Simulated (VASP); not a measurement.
## In: single point with PBE

The system is In.

```
In
1.0
    -1.64822    1.69734    2.52498
     1.69734   -1.64822    2.52498
     1.60436    1.60436   -2.49270
In
1
Direct
  0.00000 0.00000 0.00000
```

| Item | Value |
| --- | --- |
| Program | VASP 6.6.1 |
| Task | single point |
| Functional | PBE |
| Potentials or basis | VASP PAW PBE potentials, release 64 (In_d) |
| Cutoff | 520 eV |
| k mesh | 11 × 11 × 14 |
| Occupations | methfessel-paxton, width 0.6 eV |
| Spin | no spin polarisation |

The pressure is -0.1 GPa.

Stress tensor (GPa, compression positive):
```
 0.01 -0.05 -0.19
-0.05  0.01 -0.19
-0.19 -0.19 -0.23
```

Levels at points of the mesh, in eV from the Fermi level:
```tsv
k point	band 2	band 3	band 4	band 5	band 6	band 7	band 8	band 9	band 10	band 11
(0.00, 0.00, 0.00)	-14.57	-14.53	-14.49	-14.39	-9.20	9.80	10.06	10.52	11.57	13.27
(0.00, 0.00, 0.50)	-14.69	-14.32	-14.29	-14.22	-1.64	-1.52	3.25	3.65	6.55	7.00
```

Wall time 56 s on 1 thread of Intel(R) Xeon(R) 6975P-C (Granite Rapids), on a shared host, peak memory 0.27 GiB.

Caveat: spin-orbit coupling is left out, which moves the levels of the heavy elements.
